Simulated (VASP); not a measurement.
# LiNbO3 (R3c) in VASP: further runs

LiNbO3 is run at these levels: PBE; tasks: single point.

Everything below comes from runs of VASP 6.6.1. Logs are shortened: lines on timing, memory, paths and dates and some standing lists are left out, and cuts for length are marked.

### Step 1. The cell of the first run

It takes space group R3c (No. 161, trigonal). The conventional cell has a = 5.106 Å, b = 5.106 Å, c = 13.788 Å, α = 90.00°, β = 90.00°, γ = 120.00°. Li (site symmetry 3) has 6 O at 2.05 to 2.23 Å within 2.7 Å. Within 2.5 Å of Nb (site symmetry 3) lie 6 O at 1.85 to 2.12 Å. O (site symmetry 1) has 2 Nb at 1.85 to 2.12 Å and 2 Li at 2.05 to 2.23 Å within 2.5 Å.

### Step 2. Single point, PBE (10.37 Å³/atom)

The input, INCAR:

```
SYSTEM = LiNbO3
ALGO     = Normal         ! electronic algorithm
EDIFF    = 1E-6           ! SCF threshold, eV
ENCUT    = 520            ! plane-wave cutoff, eV
GGA      = PE             ! functional
ISIF     = 2              ! what is computed and relaxed
ISMEAR   = 0              ! smearing method
LASPH    = .True.         ! aspherical terms in the spheres
LCHARG   = .False.        ! write CHGCAR
LREAL    = .False.        ! projectors in reciprocal space
LWAVE    = .False.        ! write WAVECAR
NBANDS   = 45             ! bands
NELM     = 80             ! most SCF steps
PREC     = Accurate       ! precision mode
SIGMA    = 0.05           ! smearing width, eV
```

The input, KPOINTS:

```
k-points
0
Gamma
  6 6 6
  0 0 0
```

The input, POSCAR:

```
LiNbO3
1.0
    2.5527838166      1.4738504237      4.5958876808
   -2.5527838166      1.4738504237      4.5958876808
    0.0000000000     -2.9477008474      4.5958876808
Li Nb O
2 2 6
Direct
    0.2815913687      0.2815913687      0.2815913687
    0.7815913687      0.7815913687      0.7815913687
    0.0004900497      0.0004900497      0.0004900497
    0.5004900497      0.5004900497      0.5004900497
    0.1104619503      0.3580262714      0.7211003599
    0.7211003599      0.1104619503      0.3580262714
    0.3580262714      0.7211003599      0.1104619503
    0.2211003599      0.8580262714      0.6104619503
    0.8580262714      0.6104619503      0.2211003599
    0.6104619503      0.2211003599      0.8580262714
```

Potentials or basis: VASP PAW PBE potentials, release 64 (Li_sv, Nb_sv, O).

Launch:

```bash
$ cat potpaw_PBE.64/Li_sv/POTCAR potpaw_PBE.64/Nb_sv/POTCAR potpaw_PBE.64/O/POTCAR > POTCAR
$ mpirun -np 1 vasp_std > vasp.out
```

OUTCAR:

```text
SYSTEM = LiNbO3
   EDIFF = 1E-6
   ENCUT = 520
   GGA = PE
   ISIF = 2
   ISMEAR = 0
   LASPH = .True.
   LREAL = .False.
   NELM = 80
   PREC = Accurate

 ion  position               nearest neighbor table
   1  0.282  0.282  0.282-   9 2.05  10 2.05   8 2.05   6 2.23   7 2.23   5 2.23
   2  0.782  0.782  0.782-   5 2.05   6 2.05   7 2.05  10 2.23   8 2.23   9 2.23
   3  0.000  0.000  0.000-   7 1.85   6 1.85   5 1.85  10 2.12   8 2.12   9 2.12
   4  0.500  0.500  0.500-   8 1.85  10 1.85   9 1.85   6 2.12   7 2.12   5 2.12
   5  0.110  0.358  0.721-   3 1.85   2 2.05   4 2.12   1 2.23
   6  0.721  0.110  0.358-   3 1.85   2 2.05   4 2.12   1 2.23
   7  0.358  0.721  0.110-   3 1.85   2 2.05   4 2.12   1 2.23
   8  0.221  0.858  0.610-   4 1.85   1 2.05   3 2.12   2 2.23
   9  0.858  0.610  0.221-   4 1.85   1 2.05   3 2.12   2 2.23
  10  0.610  0.221  0.858-   4 1.85   1 2.05   3 2.12   2 2.23

  LATTYP: Found a trigonal (rhomboedric) cell.
 ALAT       =     5.4599563973
 COS(alpha) =     0.5628004335

  Lattice vectors:

 A1 = (   2.5527838166,   1.4738504237,   4.5958876808)
 A2 = (  -2.5527838166,   1.4738504237,   4.5958876808)
 A3 = (   0.0000000000,  -2.9477008474,   4.5958876808)

Analysis of symmetry for initial positions (statically):
=====================================================================
 Subroutine PRICEL returns:
 Original cell was already a primitive cell.

 Routine SETGRP: Setting up the symmetry group for a
 trigonal (rhombohedral) supercell.

 Subroutine GETGRP returns: Found  6 space group operations
 (whereof  3 operations were pure point group operations)
 out of a pool of 12 trial point group operations.

The static configuration has the point symmetry C_3 .
 The point group associated with its full space group is C_3v.

Analysis of symmetry for dynamics (positions and initial velocities):
=====================================================================
 Subroutine PRICEL returns:
 Original cell was already a primitive cell.

 Routine SETGRP: Setting up the symmetry group for a
 trigonal (rhombohedral) supercell.

 Subroutine GETGRP returns: Found  6 space group operations
 (whereof  3 operations were pure point group operations)
 out of a pool of 12 trial point group operations.

The dynamic configuration has the point symmetry C_3 .
 The point group associated with its full space group is C_3v.

 Subroutine INISYM returns: Found  6 space group operations
 (whereof  3 operations are pure point group operations),
 and found     1 'primitive' translations

----------------------------------------------------------------------------------------

                                     Primitive cell

  volume of cell :     103.7500

  direct lattice vectors                    reciprocal lattice vectors
     2.552783817  1.473850424  4.595887681     0.195864607  0.113082484  0.072528607
    -2.552783817  1.473850424  4.595887681    -0.195864607  0.113082484  0.072528607
     0.000000000 -2.947700847  4.595887681     0.000000000 -0.226164968  0.072528607

  length of vectors
     5.459956397  5.459956397  5.459956397     0.237509982  0.237509982  0.237509982

  position of ions in fractional coordinates (direct lattice)
     0.281591369  0.281591369  0.281591369
     0.781591369  0.781591369  0.781591369
     0.000490050  0.000490050  0.000490050
     0.500490050  0.500490050  0.500490050
     0.110461950  0.358026271  0.721100360
     0.721100360  0.110461950  0.358026271
     0.358026271  0.721100360  0.110461950
     0.221100360  0.858026271  0.610461950
     0.858026271  0.610461950  0.221100360
     0.610461950  0.221100360  0.858026271

  ion indices of the primitive-cell ions
   primitive index   ion index
                 1           1
                 2           2
                 3           3
                 4           4
                 5           5
                 6           6
                 7           7
                 8           8
                 9           9
                10          10

----------------------------------------------------------------------------------------

 KPOINTS: k-points

Automatic generation of k-mesh.
 Grid dimensions read from file:
 generate k-points for:    6    6    6

 Generating k-lattice:

  Cartesian coordinates                     Fractional coordinates (reciprocal lattice)
     0.032644101  0.018847081  0.012088101     0.166666667  0.000000000 -0.000000000
    -0.032644101  0.018847081  0.012088101     0.000000000  0.166666667 -0.000000000
     0.000000000 -0.037694161  0.012088101    -0.000000000 -0.000000000  0.166666667

  Length of vectors
     0.039584997  0.039584997  0.039584997

  Shift w.r.t. Gamma in fractional coordinates (k-lattice)
     0.000000000  0.000000000  0.000000000

 Subroutine IBZKPT returns following result:
 ===========================================

 Found     32 irreducible k-points:

 Following reciprocal coordinates:
            Coordinates               Weight
  0.000000  0.000000  0.000000      1.000000
  0.166667 -0.000000  0.000000      6.000000
  0.333333 -0.000000  0.000000      6.000000
  0.500000 -0.000000  0.000000      3.000000
  0.166667  0.166667  0.000000      6.000000
  0.333333  0.166667  0.000000     12.000000
[... 16 lines left out ...]
  0.500000  0.500000  0.166667      6.000000
 -0.333333  0.500000  0.166667     12.000000
 [... further k-points ...]
   k-points           NKPTS =     32   k-points in BZ     NKDIM =     32   number of bands    NBANDS=     45
   number of dos      NEDOS =    301   number of ions     NIONS =     10
   total plane-waves  NPLWV =  74088
   dimension x,y,z NGX =    42 NGY =   42 NGZ =   42
   dimension x,y,z NGXF=    84 NGYF=   84 NGZF=   84
   ions per type =               2   2   6
   NGX,Y,Z   is equivalent  to a cutoff of  12.79, 12.79, 12.79 a.u.
   NGXF,Y,Z  is equivalent  to a cutoff of  25.58, 25.58, 25.58 a.u.
 SYSTEM =  LiNbO3
   PREC   = accura    normal or accurate (medium, high low for compatibility)
   ISTART =      0    job   : 0-new  1-cont  2-samecut
   ICHARG =      2    charge: 1-file 2-atom 10-const
   ISPIN  =      1    spin polarized calculation?
   LNONCOLLINEAR =      F non collinear calculations
   LSORBIT =      F    spin-orbit coupling
   LASPH  =      T    aspherical Exc in radial PAW
   ENCUT  =  520.0 eV  38.22 Ry    6.18 a.u.  10.15 10.15 10.15*2*pi/ulx,y,z
   NELM   =     80;   NELMIN=  2; NELMDL= -5     # of ELM steps
   EDIFF  = 0.1E-05   stopping-criterion for ELM
   LREAL  =      F    real-space projection
   EDIFFG = 0.1E-04   stopping-criterion for IOM
   NSW    =      0    number of steps for IOM
   IBRION =     -1    ionic relax: 0-MD 1-quasi-New 2-CG
   NFREE  =      0    steps in history (QN), initial steepest desc. (CG)
   ISIF   =      2    stress and relaxation
   ISYM   =      2    0-nonsym 1-usesym 2-fastsym
   POTIM  = 0.5000    time-step for ionic-motion
   TEBEG  =    0.0;   TEEND  =   0.0 temperature during run
   PSTRESS=    0.0 pullay stress
   NELECT =      68.0000    total number of electrons
   NUPDOWN=      -1.0000    fix difference up-down
   EMIN   =  10.00;   EMAX   =-10.00  energy-range for DOS
   EFERMI =   0.00;   METHOD = LEGACY
   ISMEAR =     0;   SIGMA  =   0.05  broadening in eV -4-tet -1-fermi 0-gaus
   EFERMI_NEDOS =   21; number of points for ismear=-14 and -15
   IALGO  =     38    algorithm
   IMIX   =      4    mixing-type and parameters
     AMIX     =   0.40;   BMIX     =  1.00
     AMIX_MAG =   1.60;   BMIX_MAG =  1.00
  volume/ion in A,a.u.               =      10.37        70.01
  Fermi-wavevector in a.u.,A,eV,Ry     =   1.422051  2.687286 27.514087  2.022228
  Thomas-Fermi vector in A             =   2.542796
   LORBIT       =      0    0 simple, 1 ext, 2 COOP (PROOUT), +10 PAW based schemes
   GGA     = PE    functional components
   LHFCALC =     F    Hartree Fock is set to
   AEXX    =    0.0000 exact exchange contribution
   IVDW    =     0    specifies the selected vdW correction
   LEPSILON=     F    determine dielectric tensor
   LRPA    =     F    only Hartree local field effects (RPA)
 non-spin polarized calculation
 Gauss-broadening in eV      SIGMA  =   0.05
  energy-cutoff  :      520.00
  volume of cell :      103.75
 maximum number of plane-waves:      2819
 NGX is ok and might be reduce to    42
   NGX = 21   NGY = 21   NGZ = 21

 number of electron      68.0000002 magnetization

 Free energy of the ion-electron system (eV)
  ---------------------------------------------------
  ext. energy  EPLUGINS =         0.00000000
  ---------------------------------------------------
  free energy    TOTEN  =       -79.87299370 eV

  energy without entropy =      -79.87299370  energy(sigma->0) =      -79.87299370

 E-fermi :   3.9932     XC(G=0): -10.9141

 val. band max:        3.7534673950   @ k =   0.1667   0.1667   0.1667
 cond. band min:       7.5475000337   @ k =   0.1667   0.1667   0.0000
 fundamental gap:      3.7940326387
 Fermi energy:         3.9931851779

 k-point     1 :       0.0000    0.0000    0.0000
  band No.  band energies     occupation
      1     -50.2432      2.00000
      2     -50.2256      2.00000
      3     -38.8078      2.00000
      4     -38.8050      2.00000
      5     -26.6220      2.00000
      6     -26.6220      2.00000
[... 37 lines left out ...]
     44      14.0477      0.00000
     45      14.2893      0.00000

 k-point     2 :       0.1667   -0.0000    0.0000
  band No.  band energies     occupation
      1     -50.2420      2.00000
      2     -50.2268      2.00000
      3     -38.8076      2.00000
      4     -38.8052      2.00000
      5     -26.6123      2.00000
      6     -26.6108      2.00000
[... 1048 lines left out ...]
 k-point    24 :      -0.3333    0.5000    0.1667
  band No.  band energies     occupation
      1     -50.2358      2.00000
      2     -50.2329      2.00000
      3     -38.8067      2.00000
      4     -38.8062      2.00000
      5     -26.6237      2.00000
      6     -26.6218      2.00000
[... 37 lines left out ...]
     44      13.5989      0.00000
     45      14.4587      0.00000

 [... further k-points ...]

------------------------ aborting loop because EDIFF is reached ----------------------------------------

  FORCE on cell =-STRESS in cart. coord.  units (eV):
  Direction    XX          YY          ZZ          XY          YZ          ZX
  --------------------------------------------------------------------------------------
  -------------------------------------------------------------------------------------
  Total        7.2142728      7.2142728      6.0900250      0.0000000      0.0000000      0.0000000
  in kB      111.4076557    111.4076557     94.0462650      0.0000000      0.0000000      0.0000000
  external PRESSURE =     105.6205255 kB  Pullay stress =       0.0000000 kB

 VOLUME and BASIS-vectors are now :
 -----------------------------------------------------------------------------
  energy-cutoff  :      520.00
  volume of cell :      103.75
      direct lattice vectors                 reciprocal lattice vectors
     2.552783817  1.473850424  4.595887681     0.195864607  0.113082484  0.072528607
    -2.552783817  1.473850424  4.595887681    -0.195864607  0.113082484  0.072528607
     0.000000000 -2.947700847  4.595887681     0.000000000 -0.226164968  0.072528607

 POSITION                                       TOTAL-FORCE (eV/Angst)
 -----------------------------------------------------------------------------------
      0.00000      0.00000      3.88249         0.000000      0.000000      0.005272
      0.00000      0.00000     10.77632         0.000000      0.000000      0.005272
      0.00000      0.00000      0.00676         0.000000      0.000000     -0.590038
      0.00000      0.00000      6.90059         0.000000      0.000000     -0.590038
     -0.63198     -1.43511      5.46722        -0.436286      0.516917      0.194922
      1.55883      0.17024      5.46722        -0.229520     -0.636293      0.194922
     -0.92685      1.26486      5.46722         0.665806      0.119376      0.194922
     -1.62593     -0.20899      7.76516        -0.665806      0.119376      0.194922
      0.63198      1.51259      7.76516         0.436286      0.516917      0.194922
      0.99396     -1.30361      7.76516         0.229520     -0.636293      0.194922
 -----------------------------------------------------------------------------------
    total drift:                                0.000000      0.000000     -0.000829

  FREE ENERGIE OF THE ION-ELECTRON SYSTEM (eV)
  ---------------------------------------------------
  free  energy   TOTEN  =       -79.8729936963 eV

  energy  without entropy=      -79.8729936963  energy(sigma->0) =      -79.87299370
```

Wall time 6.7 min (1 thread of Intel Xeon 8259CL, shared host); peak memory 0.32 GiB.

Results:

```yaml
Free_energy: -79.8730 eV
Largest_force: 0.704 eV/Å
Band_gap_on_the_k_mesh: 3.79 eV (least direct gap 3.81 eV)
```

Forces on the atoms (eV/Å):
```
Li   0.000  0.000  0.005
Li   0.000  0.000  0.005
Nb   0.000  0.000 -0.590
Nb   0.000  0.000 -0.590
O   -0.436  0.517  0.195
O   -0.230 -0.636  0.195
O    0.666  0.119  0.195
O   -0.666  0.119  0.195
O    0.436  0.517  0.195
O    0.230 -0.636  0.195
```

Caveat: the cutoff is under 1.25 times the usual one of these potentials, so pressure, stress and relaxed cells hold a basis-set (Pulay) error. A k mesh can miss the band edges.

### Step 3. Single point, PBE (10.37 Å³/atom)

The input, INCAR:

```
  PREC = Accurate
  ENCUT = 520
  EDIFF = 1E-6
  ISMEAR = 0
  SIGMA = 0.05
  LREAL = F
  LASPH = T
  NELM = 80
  ALGO = Normal
  ISIF = 2
  LWAVE = F
  LCHARG = T
  GGA = PE
  LELF = T
  LVHAR = T
  NBANDS = 45
```

The input, KPOINTS:

```
Automatic mesh
0
Gamma
  6 6 6
```

POSCAR: that of step 2 with these lines changed.

```diff
@@ -2,5 +2,5 @@
 1.0
-    2.5527838166      1.4738504237      4.5958876808
-   -2.5527838166      1.4738504237      4.5958876808
-    0.0000000000     -2.9477008474      4.5958876808
+    2.4987851349      1.4426742703      4.7966679450
+   -2.4987851349      1.4426742703      4.7966679450
+    0.0000000000     -2.8853485406      4.7966679450
 Li Nb O
```

Potentials or basis: VASP PAW PBE potentials, release 64 (Li_sv, Nb_sv, O).

Launch:

```bash
$ cat potpaw_PBE.64/Li_sv/POTCAR potpaw_PBE.64/Nb_sv/POTCAR potpaw_PBE.64/O/POTCAR > POTCAR
$ mpirun -np 1 vasp_std > vasp.out
```

Run time: 4.9 min. Hardware: 1 thread of Intel Xeon 8259CL, shared host; peak memory 0.32 GiB.

It converged, with:

```
Free energy            : -79.6749 eV
Largest force          : 0.940 eV/Å
Band gap on the k mesh : 3.75 eV (least direct gap 3.76 eV)
```

Forces on the atoms (eV/Å):
```
Li   0.000  0.000  0.079
Li   0.000  0.000  0.079
Nb   0.000  0.000 -0.835
Nb   0.000  0.000 -0.835
O   -0.630  0.651  0.252
O   -0.248 -0.871  0.252
O    0.879  0.221  0.252
O   -0.879  0.221  0.252
O    0.630  0.651  0.252
O    0.248 -0.871  0.252
```

Levels at points of the mesh, in eV from the valence-band top:
```tsv
k point	band 30	band 31	band 32	band 33	band 34	band 35	band 36	band 37	band 38	band 39
(0.00, 0.00, 0.00)	-0.71	-0.71	-0.55	0.00	0.00	3.76	3.76	4.48	5.46	5.46
(0.50, 0.00, 0.00)	-0.65	-0.41	-0.41	-0.24	-0.24	4.05	4.05	4.94	4.94	5.17
(0.50, 0.50, 0.00)	-1.04	-0.74	-0.61	-0.49	-0.20	3.89	4.34	4.73	4.95	5.48
(0.50, 0.50, 0.50)	-0.69	-0.28	-0.28	-0.28	-0.28	5.01	5.01	5.06	5.06	5.06
```

Caveat: the cutoff is under 1.25 times the usual one of these potentials, so pressure, stress and relaxed cells hold a basis-set (Pulay) error. A k mesh can miss the band edges.
